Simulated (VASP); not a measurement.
# Li in VASP: a series of runs, part 2 of 2

VASP 6.6.1. The steps go on from the part before.

## Step 3: Single point, PBE, collinear spin

Contents of INCAR:

```
PREC = Accurate ; ENCUT = 650
EDIFF = 1E-6 ; ISMEAR = -1
SIGMA = 0.49 ; LREAL = False
LASPH = True ; NELM = 200
ALGO = Normal ; ISIF = 2
LWAVE = False ; LCHARG = True
ISPIN = 2 ; MAGMOM = 1
LORBIT = 11 ; GGA = PE
LELF = True ; LVHAR = True
NBANDS = 12 ; GGA_COMPAT = False
```

Contents of KPOINTS:

```
Automatic mesh
0
Gamma
  1 1 1
```

Contents of POSCAR:

```
Li
1.0
    9.0000000000      0.0000000000      0.0000000000
    0.0000000000      9.3000000000      0.0000000000
    0.0000000000      0.0000000000      9.6000000000
Li
1
Direct
    0.4995663100      0.5033063800      0.5033308200
```

Potentials or basis: VASP PAW PBE potentials, release 64 (Li_sv).

Run with:

```sh
cat potpaw_PBE.64/Li_sv/POTCAR > POTCAR
mpirun -np 1 vasp_gam > vasp.out
```

OUTCAR:

```text
PREC = Accurate
   ENCUT = 650
   EDIFF = 1E-6
   ISMEAR = -1
   LREAL = False
   LASPH = True
   NELM = 200
   ISIF = 2
   ISPIN = 2
   LORBIT = 11
   GGA = PE

 ion  position               nearest neighbor table
   1  0.500  0.503  0.503-

  LATTYP: Found a simple orthorhombic cell.
 ALAT       =     9.0000000000
 B/A-ratio  =     1.0333333333
 C/A-ratio  =     1.0666666667

  Lattice vectors:

 A1 = (   9.0000000000,   0.0000000000,   0.0000000000)
 A2 = (   0.0000000000,   9.3000000000,   0.0000000000)
 A3 = (   0.0000000000,   0.0000000000,   9.6000000000)

Analysis of symmetry for initial positions (statically):
=====================================================================
 Subroutine PRICEL returns:
 Original cell was already a primitive cell.

 Routine SETGRP: Setting up the symmetry group for a
 simple orthorhombic supercell.

 Subroutine GETGRP returns: Found  8 space group operations
 (whereof  1 operations were pure point group operations)
 out of a pool of  8 trial point group operations.

The static configuration has the point symmetry C_1 .
 The point group associated with its full space group is D_2h.

Analysis of symmetry for dynamics (positions and initial velocities):
=====================================================================
 Subroutine PRICEL returns:
 Original cell was already a primitive cell.

 Routine SETGRP: Setting up the symmetry group for a
 simple orthorhombic supercell.

 Subroutine GETGRP returns: Found  8 space group operations
 (whereof  1 operations were pure point group operations)
 out of a pool of  8 trial point group operations.

The dynamic configuration has the point symmetry C_1 .
 The point group associated with its full space group is D_2h.

Analysis of structural, dynamic, and magnetic symmetry:
=====================================================================
 Subroutine PRICEL returns:
 Original cell was already a primitive cell.

 Routine SETGRP: Setting up the symmetry group for a
 simple orthorhombic supercell.

 Subroutine GETGRP returns: Found  8 space group operations
 (whereof  1 operations were pure point group operations)
 out of a pool of  8 trial point group operations.

The overall configuration has the point symmetry C_1 .
 The point group associated with its full space group is D_2h.

 Subroutine INISYM returns: Found  8 space group operations
 (whereof  1 operations are pure point group operations),
 and found     1 'primitive' translations

----------------------------------------------------------------------------------------

                                     Primitive cell

  volume of cell :     803.5200

  direct lattice vectors                    reciprocal lattice vectors
     9.000000000  0.000000000  0.000000000     0.111111111  0.000000000  0.000000000
     0.000000000  9.300000000  0.000000000     0.000000000  0.107526882  0.000000000
     0.000000000  0.000000000  9.600000000     0.000000000  0.000000000  0.104166667

  length of vectors
     9.000000000  9.300000000  9.600000000     0.111111111  0.107526882  0.104166667

  position of ions in fractional coordinates (direct lattice)
     0.499566310  0.503306380  0.503330820

  ion indices of the primitive-cell ions
   primitive index   ion index
                 1           1

----------------------------------------------------------------------------------------

 KPOINTS: Automatic mesh

Automatic generation of k-mesh.
 Grid dimensions read from file:
 generate k-points for:    1    1    1

 Generating k-lattice:

  Cartesian coordinates                     Fractional coordinates (reciprocal lattice)
     0.111111111  0.000000000  0.000000000     1.000000000  0.000000000  0.000000000
     0.000000000  0.107526882  0.000000000     0.000000000  1.000000000  0.000000000
     0.000000000  0.000000000  0.104166667     0.000000000  0.000000000  1.000000000

  Length of vectors
     0.111111111  0.107526882  0.104166667

  Shift w.r.t. Gamma in fractional coordinates (k-lattice)
     0.000000000  0.000000000  0.000000000

 Subroutine IBZKPT returns following result:
 ===========================================

 Found      1 irreducible k-points:

 Following reciprocal coordinates:
            Coordinates               Weight
  0.000000  0.000000  0.000000      1.000000
   k-points           NKPTS =      1   k-points in BZ     NKDIM =      1   number of bands    NBANDS=     12
   number of dos      NEDOS =    301   number of ions     NIONS =      1
   total plane-waves  NPLWV = 512000
   dimension x,y,z NGX =    80 NGY =   80 NGZ =   80
   dimension x,y,z NGXF=   160 NGYF=  160 NGZF=  160
   ions per type =               1
   NGX,Y,Z   is equivalent  to a cutoff of  14.78, 14.30, 13.85 a.u.
   NGXF,Y,Z  is equivalent  to a cutoff of  29.55, 28.60, 27.71 a.u.
 SYSTEM =  unknown system
   PREC   = accura    normal or accurate (medium, high low for compatibility)
   ISTART =      0    job   : 0-new  1-cont  2-samecut
   ICHARG =      2    charge: 1-file 2-atom 10-const
   ISPIN  =      2    spin polarized calculation?
   LNONCOLLINEAR =      F non collinear calculations
   LSORBIT =      F    spin-orbit coupling
   LASPH  =      T    aspherical Exc in radial PAW
   ENCUT  =  650.0 eV  47.77 Ry    6.91 a.u.  18.71 19.33 19.96*2*pi/ulx,y,z
   NELM   =    200;   NELMIN=  2; NELMDL= -5     # of ELM steps
   EDIFF  = 0.1E-05   stopping-criterion for ELM
   LREAL  =      F    real-space projection
[... 7 lines left out ...]
   TEBEG  =    0.0;   TEEND  =   0.0 temperature during run
   PSTRESS=    0.0 pullay stress
   NELECT =       3.0000    total number of electrons
   NUPDOWN=      -1.0000    fix difference up-down
   EMIN   =  10.00;   EMAX   =-10.00  energy-range for DOS
   EFERMI =   0.00;   METHOD = LEGACY
   ISMEAR =    -1;   SIGMA  =   0.49  broadening in eV -4-tet -1-fermi 0-gaus
   EFERMI_NEDOS =   21; number of points for ismear=-14 and -15
   IALGO  =     38    algorithm
   IMIX   =      4    mixing-type and parameters
     AMIX     =   0.40;   BMIX     =  1.00
     AMIX_MAG =   1.60;   BMIX_MAG =  1.00
  volume/ion in A,a.u.               =     803.52      5422.42
  Fermi-wavevector in a.u.,A,eV,Ry     =   0.253970  0.479934  0.877589  0.064501
  Thomas-Fermi vector in A             =   1.074596
   LORBIT       =     11    0 simple, 1 ext, 2 COOP (PROOUT), +10 PAW based schemes
   GGA     = PE    functional components
   LHFCALC =     F    Hartree Fock is set to
   AEXX    =    0.0000 exact exchange contribution
   IVDW    =     0    specifies the selected vdW correction
   LEPSILON=     F    determine dielectric tensor
   LRPA    =     F    only Hartree local field effects (RPA)
 spin polarized calculation
  energy-cutoff  :      650.00
  volume of cell :      803.52
 maximum number of plane-waves:     15137
 NGX is ok and might be reduce to    80
   NGX = 37   NGY = 39   NGZ = 39

 number of electron       2.9999999 magnetization       0.0009880

 number of electron       2.9999999 magnetization      -0.0002148

 Free energy of the ion-electron system (eV)
  ---------------------------------------------------
  ext. energy  EPLUGINS =         0.00000000
  ---------------------------------------------------
  free energy    TOTEN  =        -0.79206073 eV

  energy without entropy =        0.15346802  energy(sigma->0) =       -0.31929635

 E-fermi :  -2.9363     XC(G=0):  -1.4243

 val. band max:      -51.9942626358   @ k =   0.0000   0.0000   0.0000
 cond. band min:      -2.8360382852   @ k =   0.0000   0.0000   0.0000
 fundamental gap:     49.1582243506
 Fermi energy:        -2.9363397035

 spin component 1

 k-point     1 :       0.0000    0.0000    0.0000
  band No.  band energies     occupation
      1     -51.9943      1.00000
      2      -2.8358      0.44888
      3      -0.9132      0.01585
      4      -0.8863      0.01501
      5      -0.8547      0.01409
      6      -0.2629      0.00425
      7       0.5790      0.00077
      8       0.6468      0.00067
      9       1.4147      0.00014
     10       1.4945      0.00012
     11       1.5854      0.00010
     12       1.8359      0.00006
 Fermi energy:        -2.9363397035

 spin component 2

 k-point     1 :       0.0000    0.0000    0.0000
  band No.  band energies     occupation
      1     -51.9944      1.00000
      2      -2.8360      0.44900
      3      -0.9135      0.01586
      4      -0.8865      0.01502
      5      -0.8548      0.01409
      6      -0.2639      0.00426
      7       0.5786      0.00077
      8       0.6465      0.00067
      9       1.4139      0.00014
     10       1.4938      0.00012
     11       1.5848      0.00010
     12       1.8357      0.00006

------------------------ aborting loop because EDIFF is reached ----------------------------------------

  FORCE on cell =-STRESS in cart. coord.  units (eV):
  Direction    XX          YY          ZZ          XY          YZ          ZX
  --------------------------------------------------------------------------------------
  -------------------------------------------------------------------------------------
  Total       -0.1527122     -0.1237582     -0.1004022      0.0000000      0.0000000      0.0000000
  in kB       -0.3045003     -0.2467675     -0.2001967      0.0000000      0.0000000      0.0000000
  external PRESSURE =      -0.2504882 kB  Pullay stress =       0.0000000 kB

 VOLUME and BASIS-vectors are now :
 -----------------------------------------------------------------------------
  energy-cutoff  :      650.00
  volume of cell :      803.52
      direct lattice vectors                 reciprocal lattice vectors
     9.000000000  0.000000000  0.000000000     0.111111111  0.000000000  0.000000000
     0.000000000  9.300000000  0.000000000     0.000000000  0.107526882  0.000000000
     0.000000000  0.000000000  9.600000000     0.000000000  0.000000000  0.104166667

 POSITION                                       TOTAL-FORCE (eV/Angst)
 -----------------------------------------------------------------------------------
      4.49610      4.68075      4.83198         0.000000      0.000000      0.000000
 -----------------------------------------------------------------------------------
    total drift:                               -0.000001      0.000003      0.000003

  FREE ENERGIE OF THE ION-ELECTRON SYSTEM (eV)
  ---------------------------------------------------
  free  energy   TOTEN  =        -0.7920607276 eV

  energy  without entropy=        0.1534680244  energy(sigma->0) =       -0.31929635

 total charge

# of ion       s       p       d       tot
------------------------------------------
    1        2.028   0.005   0.000   2.033

 magnetization (x)

# of ion       s       p       d       tot
------------------------------------------
    1       -0.000  -0.000   0.000  -0.000
```

OSZICAR:

```text
N       E                     dE             d eps       ncg     rms          rms(c)
DAV:   1     0.641340114734E+01    0.64134E+01   -0.10800E+03    48   0.696E+01
[... 23 lines left out ...]
DAV:  25    -0.792064771093E+00   -0.89076E-05   -0.20941E-04    48   0.647E-02    0.746E-03
DAV:  26    -0.792064522063E+00    0.24903E-06   -0.10657E-04    48   0.472E-02    0.353E-03
DAV:  27    -0.792064983738E+00   -0.46167E-06   -0.70632E-05    48   0.398E-02    0.855E-04
DAV:  28    -0.792061245583E+00    0.37382E-05   -0.25783E-05    48   0.221E-02    0.637E-04
DAV:  29    -0.792061948055E+00   -0.70247E-06   -0.15710E-05    48   0.183E-02    0.511E-04
DAV:  30    -0.792060443215E+00    0.15048E-05   -0.74653E-06    48   0.120E-02    0.818E-04
DAV:  31    -0.792060727649E+00   -0.28443E-06   -0.31879E-06    48   0.808E-03
   1 F= -.79206073E+00 E0= -.31929635E+00  d E =-.945529E+00  mag=    -0.0001
```

Wall time 2.1 min (1 thread of Intel Xeon 6975P-C (Granite Rapids), shared host); peak memory 1.3 GiB.

Results:

```
Free energy                                           : -0.7921 eV
Gap between the frontier levels                       : 49.16 eV
Net moment                                            : 0.00 μB per cell
Valence electrons inside the program's atomic spheres : Li 2.03
```

Levels at points of the mesh, in eV from the valence-band top:
Spin up:
| k point | band 1 | band 2 | band 3 | band 4 | band 5 |
| --- | --- | --- | --- | --- | --- |
| (0.00, 0.00, 0.00) | 0.00 | 49.16 | 51.08 | 51.11 | 51.14 |
Spin down:
```csv
k point,band 1,band 2,band 3,band 4
"(0.00, 0.00, 0.00)",0.00,49.16,51.08,51.11
```
